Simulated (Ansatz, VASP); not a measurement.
**One calculation of Nb, two programs**

```
Nb
1.0
    -1.66395    1.66395    1.78875
     1.66395   -1.66395    1.78875
     1.66395    1.66395   -1.78875
Nb
1
Direct
  0.00000 0.00000 0.00000
```

Change from the starting cell: strain +0.0750 x Voigt [0, 0, 1, 0, 0, 0], atoms carried along.

Alike in both runs: task single point; functional PBE; k mesh 20 × 20 × 20; occupations gaussian, width 0.15 eV; no spin polarisation.

```csv
,VASP,Ansatz
version,VASP 6.6.1,Ansatz 0.2.0
potentials or method,"VASP PAW PBE potentials, release 64 (Nb_sv), cutoff 520 eV","scalar-relativistic, plane waves, PAW"
valence electrons in the cell,13,13
```

|  | VASP | Ansatz | Ansatz less VASP |
| --- | --- | --- | --- |
| gap on the k mesh at the Fermi level (eV) | none | none | - |
| pressure (GPa) | -12.6 | -12.3 | +0.26 |
| traceless stress, the component that is largest in VASP (GPa) | -4.27 | -4.30 | -0.027 |

A gap of «none» marks a metal or a gap that the smearing closes. With one functional, cell and mesh, what is left measures potentials, basis and numerics.
